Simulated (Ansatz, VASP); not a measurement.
## Two plane-wave programs on Ru

Contents of INCAR:

```
  PREC = Accurate
  ENCUT = 520
  EDIFF = 1E-7
  ISMEAR = -1
  SIGMA = 0.1
  LREAL = False
  LASPH = True
  NELM = 60
  ALGO = Normal
  ISIF = 2
  LWAVE = False
  LCHARG = False
  GGA = B5
  ALDAX = 1.0
  AGGAX = 1.0
  AGGAC = 1.0
  ALDAC = 0.0
  NBANDS = 13
```

The input KPOINTS:

```
regular mesh
0
Gamma
  14 14 14
```

POSCAR

```
Ru
1.0
    2.5875959154      0.0000000000      0.0000000000
    0.0000000000      2.5875959154      0.0000000000
    0.0000000000      0.0000000000      2.5875959154
Ru
1
Direct
    0.0000000000      0.0000000000      0.0000000000
```

Input for Ansatz:

```yaml
crystal:
  lattice:
    - [2.5875959154, 0.0, 0.0]
    - [0.0, 2.5875959154, 0.0]
    - [0.0, 0.0, 2.5875959154]
  atoms:
    - { symbol: Ru, position: [0.0, 0.0, 0.0] }
hamiltonian:
  xc: blyp
  pseudopotentials:
    kind: paw
    azcp:
      Ru: "pseudopotentials/Ru.paw.azcp"
basis:
  ecutwfc: 420
  fft_grid_basis: typed
kpoints:
  mp_grid: { grid: [14, 14, 14], shift: [0, 0, 0] }
magnetization:
  spin_polarized: false
scf:
  occupations: { method: fermi_dirac, width: 0.1 }
  lower_state_search: "off"
output:
  stress: true
```

Alike in both runs: task single point; functional BLYP; k mesh 14 × 14 × 14; occupations fermi-dirac, width 0.1 eV; no spin polarisation.

|  | VASP | Ansatz |
| --- | --- | --- |
| version | VASP 6.6.1 | Ansatz 0.2.0 |
| potentials or method | VASP PAW PBE potentials, release 64 (Ru_pv), cutoff 520 eV | plane waves (420 eV) with PAW, scalar-relativistic |
| valence electrons in the cell | 14 | 16 |

|  | VASP | Ansatz | Ansatz less VASP |
| --- | --- | --- | --- |
| pressure (GPa) | -6.2 | -6.6 | -0.40 |

VASP's potentials were made for PBE, not for BLYP. VASP's potentials hold 14 valence electrons a cell and Ansatz's 16, so a difference there can come from the potentials and not from the codes.
